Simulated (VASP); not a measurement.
Crystal: CoSi2.

```
Co Si
1.0
     0.00000    2.75860    2.75860
     2.75860    0.00000    2.75860
     2.75860    2.75860    0.00000
Co Si
1 2
Direct
  0.00000 0.00000 0.00000
  0.25000 0.25000 0.25000
  0.75000 0.75000 0.75000
```

Base run:

| Item | Value |
| --- | --- |
| Program | VASP 6.6.1 |
| Functional | PBEsol |
| Potentials or basis | VASP PAW PBE potentials, release 64 (Co, Si) |
| Cutoff | 520 eV |
| k mesh | 14 × 14 × 14 |
| Occupations | gaussian, width 0.15 eV |
| Spin | collinear spin, ferromagnetic start |
| Starting moments | [1.925, 0.0, 0.0] μB |
| Fixed moment | 1.925 μB |

Its results: pressure -5.1 GPa; site moments Co +1.24; Si +0.15 μB.

Question: The run is repeated on the same cell with these changes: fixed moment from 1.925 μB to 1.65 μB; moments at the start from [1.92, 0.0, 0.0] to [1.65, 0.0, 0.0]. What comes out?

Answer: Pressure -7.5 GPa; site moments Co +1.08; Si +0.12 μB.

Caveats: the cell stands under tension; the PAW data sets were made with another functional, which shifts forces and pressure a little; the total moment is fixed, so each spin has its own Fermi level.
